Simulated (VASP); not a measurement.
A run of VASP 6.6.1:

INCAR

```
SYSTEM = SnO2
PREC = Accurate ; ENCUT = 520
EDIFF = 1E-7 ; ISMEAR = 0
SIGMA = 0.02 ; LREAL = .FALSE.
LASPH = .TRUE. ; NELM = 100
ALGO = Normal ; ISIF = 2
LWAVE = .FALSE. ; LCHARG = .FALSE.
GGA = PE ; NBANDS = 20
```

Contents of KPOINTS:

```
Automatic mesh
0
G
  12 12 12
  0 0 0
```

File POSCAR:

```
SnO2
1.0
    1.6214915684      0.9361685935      4.6696324183
   -1.6214915684      0.9361685935      4.6696324183
    0.0000000000     -1.8723371870      4.6696324183
Sn O
1 2
Direct
    0.4990497669      0.4990497669      0.4990497669
    0.2400599876      0.2400599876      0.2400599876
    0.7608902455      0.7608902455      0.7608902455
```

Potentials or basis: VASP PAW PBE potentials, release 64 (Sn_d, O).

Run with:

```bash
$ cat potpaw_PBE.64/Sn_d/POTCAR potpaw_PBE.64/O/POTCAR > POTCAR
$ mpirun -np 1 vasp_std > vasp.out
```

Hardware: 1 thread of AMD EPYC 9R45 96-Core Processor (Zen 5), on a shared host.

**Question.** How long does it take, and how much memory?

**Answer.** Wall time 3.4 min on 1 thread of AMD EPYC 9R45 96-Core Processor (Zen 5), with other jobs on the host, peak memory 0.3 GiB. Counts: scf iterations 14, k points 189.
